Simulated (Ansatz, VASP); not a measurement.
TaSi2: VASP beside Ansatz

Contents of INCAR:

```
SYSTEM = TaSi2
PREC = Accurate
ENCUT = 520
EDIFF = 1E-6
ISMEAR = 0
SIGMA = 0.15
LREAL = .FALSE.
LASPH = .TRUE.
NELM = 100
ALGO = Normal
ISIF = 2
LWAVE = .FALSE.
LCHARG = .FALSE.
GGA = PS
NBANDS = 38
```

KPOINTS

```
Automatic mesh
0
G
  12 12 6
  0 0 0
```

File POSCAR:

```
TaSi2
1.0
    4.7609902391      0.0000000000      0.0000000000
   -2.3804951195      4.1231384942      0.0000000000
    0.0000000000      0.0000000000      6.5561430408
Ta Si
3 6
Direct
    0.5127330188      0.0254660376      0.0000000000
    0.5127330188      0.4872669812      0.6666666667
   -0.0254660376      0.4872669812      0.3333333333
    0.1689248116      0.3378496232      0.0000000000
    0.8503593039      0.1496406961      0.6666666667
    0.6621503768      0.8310751884      0.3333333333
    0.8503593039      0.7007186079      0.0000000000
    0.1689248116      0.8310751884      0.6666666667
    0.2992813921      0.1496406961      0.3333333333
```

Input for Ansatz:

```yaml
crystal:
  lattice:
    - [4.7609902391, 0.0, 0.0]
    - [-2.3804951195, 4.1231384942, 0.0]
    - [0.0, 0.0, 6.5561430408]
  atoms:
    - { symbol: Ta, position: [0.5127330188, 0.0254660376, 0.0] }
    - { symbol: Ta, position: [0.5127330188, 0.4872669812, 0.6666666667] }
    - { symbol: Ta, position: [-0.0254660376, 0.4872669812, 0.3333333333] }
    - { symbol: Si, position: [0.1689248116, 0.3378496232, 0.0] }
    - { symbol: Si, position: [0.8503593039, 0.1496406961, 0.6666666667] }
    - { symbol: Si, position: [0.6621503768, 0.8310751884, 0.3333333333] }
    - { symbol: Si, position: [0.8503593039, 0.7007186079, 0.0] }
    - { symbol: Si, position: [0.1689248116, 0.8310751884, 0.6666666667] }
    - { symbol: Si, position: [0.2992813921, 0.1496406961, 0.3333333333] }
basis:
  ecutwfc: 420
kpoints:
  mp_grid: { grid: [12, 12, 6] }
hamiltonian:
  xc: pbesol
scf:
  occupations: { method: gaussian, width: 0.15 }
output:
  forces: true
  stress: true
  eigenvalues: true
```

Change from the starting cell: mode 4 (106.9 1/cm) frozen in, largest displacement +0.105 Å.

Alike in both runs: task single point; functional PBEsol; k mesh 12 × 12 × 6; occupations gaussian, width 0.15 eV; no spin polarisation.

```csv
,VASP,Ansatz
version,VASP 6.6.1,Ansatz 0.2.0
potentials or method,"VASP PAW PBE potentials, release 64 (Ta_pv, Si), cutoff 520 eV","scalar-relativistic, plane waves, PAW"
valence electrons in the cell,57,63
```

VASP gave:

```
gap on the k mesh at the Fermi level (eV)                     : none
pressure (GPa)                                                : 0.5
traceless stress, the component that is largest in VASP (GPa) : 0.08
rms of the force components (eV/Å)                            : 0.274
```

Problem. What did Ansatz give for the same quantities?

Solution. gap on the k mesh at the Fermi level (eV): none; pressure (GPa): 0.2; traceless stress, the component that is largest in VASP (GPa): 0.02; rms of the force components (eV/Å): 0.274.

VASP's potentials were made for PBE, not for PBEsol. Atom by atom the forces differ by 0.001 eV/Å (rms over components). A gap of «none» marks a metal or a gap that the smearing closes. With one functional, cell and mesh, what is left measures potentials, basis and numerics. VASP's potentials hold 57 valence electrons a cell and Ansatz's 63, so a difference there can come from the potentials and not from the codes.

Spin-orbit coupling is off throughout.
